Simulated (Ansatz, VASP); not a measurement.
# One calculation of MgZn2TeSe2, two programs

```
Mg Zn Te Se
1.0
     5.59261    0.00000    0.00000
     0.00000    5.59261    0.00000
     0.00000    0.00000    5.36024
Mg Zn Te Se
1 2 1 2
Direct
  0.00000 0.00000 0.50000
  0.50000 0.50000 0.25930
  0.50000 0.50000 0.74070
  0.00000 0.00000 0.00000
  0.00000 0.50000 0.00000
  0.50000 0.00000 0.00000
```

Change from the starting cell: species swapped into the DyCr2Si2C type (P4/mmm, No. 123).

Alike in both runs: functional PBE; k mesh 8 × 8 × 8; occupations gaussian, width 0.1 eV; no spin polarisation.

Ansatz relaxed the structure, and its values are those at the end. VASP's run is a single point on that final structure, the one shown.

```csv
,VASP,Ansatz
version,VASP 6.6.1,Ansatz 0.2.0
potentials or method,"VASP PAW PBE potentials, release 64 (Mg, Zn, Te, Se), cutoff 520 eV","scalar-relativistic, plane waves, PAW"
valence electrons in the cell,44,82
```

|  | VASP | Ansatz | Ansatz less VASP |
| --- | --- | --- | --- |
| gap on the k mesh at the Fermi level (eV) | none | none | - |
| pressure (GPa) | 0.0 | 0.0 | -0.03 |

A gap of «none» marks a metal or a gap that the smearing closes. The functional is the same, so the differences come from potentials, cutoffs and numerics. VASP's potentials hold 44 valence electrons a cell and Ansatz's 82, so a difference there can come from the potentials and not from the codes.

Neither program's run includes spin-orbit coupling.
